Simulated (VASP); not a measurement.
A run of VASP 6.6.1:

File INCAR:

```
PREC = Accurate
ENCUT = 520
EDIFF = 1E-7
ISMEAR = -1
SIGMA = 0.1
LREAL = False
LASPH = True
NELM = 80
ALGO = Normal
ISIF = 2
LWAVE = False
LCHARG = False
GGA = PS
NBANDS = 20
```

File KPOINTS:

```
regular mesh
0
Gamma
  12 12 7
```

Contents of POSCAR:

```
In
1.0
    3.1779624362      0.0000000000      0.0000000000
   -1.5889812181      2.7521962021      0.0000000000
    0.0000000000      0.0000000000      5.1686892657
In
2
Direct
    0.3333333333      0.6666666667      0.2500000000
    0.6666666667      0.3333333333      0.7500000000
```

Potentials or basis: VASP PAW PBE potentials, release 64 (In_d).

Command:

```bash
$ cat potpaw_PBE.64/In_d/POTCAR > POTCAR
$ mpirun -np 1 vasp_std > vasp.out
```

Hardware: 1 thread of Intel Xeon 8259CL (shared host).

Problem. Estimate the wall time of this run.

Solution. It took 63 s on 1 thread of Intel Xeon 8259CL, on a shared host, peak memory 0.19 GiB. Counts: scf iterations 12, k points 76.
